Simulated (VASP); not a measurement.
Input of a VASP 6.6.1 run:

INCAR

```
SYSTEM = Zr
ALGO = Normal
EDIFF = 1E-7
ENCUT = 520
GGA = PS
ISIF = 2
ISMEAR = -1
LASPH = .True.
LCHARG = .False.
LREAL = .False.
LWAVE = .False.
NBANDS = 12
NELM = 80
PREC = Accurate
SIGMA = 0.08
```

The input KPOINTS:

```
k-points
0
Gamma
  14 14 14
  0 0 0
```

File POSCAR:

```
Zr
1.0
   -1.8281000000      1.8281000000      1.8100000000
    1.8281000000     -1.8281000000      1.8100000000
    1.8281000000      1.8281000000     -1.8100000000
Zr
1
Direct
    0.0000000000      0.0000000000      0.0000000000
```

Potentials or basis: VASP PAW PBE potentials, release 64 (Zr_sv).

The run is started by

```sh
$ cat potpaw_PBE.64/Zr_sv/POTCAR > POTCAR
$ mpirun -np 1 vasp_std > vasp.out
```

(1) What does it give for the band gap on the k mesh?

(2) Predict the pressure.

Answers

(1) zero (bands 6 and 7 overlap by 1.66 eV).

(2) -8.0 GPa.

Caveat: the cell differs from its parent crystal (equal xx and yy strain of +1 %); the cell stands under tension; the PAW data sets were made with another functional, which shifts forces and pressure a little.
